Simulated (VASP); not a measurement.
**Pb: electric field gradients with PBE**

Pb:

```
Pb
1.0
    -0.10317    3.38742    3.38742
     3.38742   -0.10317    3.38742
     3.38742    3.38742   -0.10317
Pb
2
Direct
  0.00000 0.00000 0.00000
  0.25000 0.25000 0.25000
```

This cell differs from its parent crystal: equal xy, yz and zx shear strains of -3 %.

| Property | Result |
| --- | --- |
| Program | VASP 6.6.1 |
| Task | electric field gradients |
| Functional | PBE |
| Potentials or basis | VASP PAW PBE potentials, release 64 (Pb_d) |
| Cutoff | 520 eV |
| k mesh | 8 × 8 × 8 |
| Occupations | fermi-dirac, width 0.05 eV |
| Spin | no spin polarisation |
| Dipole correction | no |
| Further INCAR settings | ALGO = Normal; EDIFF = 1e-08; NBANDS = 21 |

```
Pressure                                : 2.5 GPa
Largest force                           : 0.451 eV/Å
Band gap on the k mesh                  : zero (bands 14 and 15 overlap by 1.31 eV)
Largest electric field gradient by atom : Pb -83.6 V/Å²
```

Forces on the atoms (eV/Å):
```
Pb  -0.260 -0.260 -0.260
Pb   0.260  0.260  0.260
```

Stress tensor (GPa, compression positive):
```
2.46 1.19 1.19
1.19 2.46 1.19
1.19 1.19 2.46
```

Levels at points of the mesh, in eV from the Fermi level:
```csv
k point,band 11,band 12,band 13,band 14,band 15,band 16,band 17,band 18
"(0.00, 0.00, 0.00)",-11.19,-3.97,0.36,0.36,0.37,2.21,2.21,2.74
"(0.50, 0.00, 0.00)",-9.92,-7.07,-0.95,-0.75,-0.70,3.35,3.72,5.47
"(0.50, 0.50, 0.00)",-8.67,-8.38,-2.11,-1.90,0.73,0.94,6.98,7.14
"(0.50, 0.50, 0.50)",-9.60,-7.35,-1.14,-0.95,-0.95,3.40,3.40,5.31
```

Electric field gradients, principal values (V/Å²):
```tsv
atom	least	middle	greatest (by size)
1 Pb	41.809	41.809	-83.618
2 Pb	41.809	41.809	-83.618
```

Run time: 74 s on 1 thread of Intel(R) Xeon(R) 6975P-C (Granite Rapids) (shared host), peak memory 0.23 GiB.

Caveat: the cell differs from its parent crystal (equal xy, yz and zx shear strains of -3 %); without QUAD_EFG the Cq values of the log hold for a quadrupole moment of 1 mb, not for the nuclei; spin-orbit coupling is left out, which moves the levels of the heavy elements.
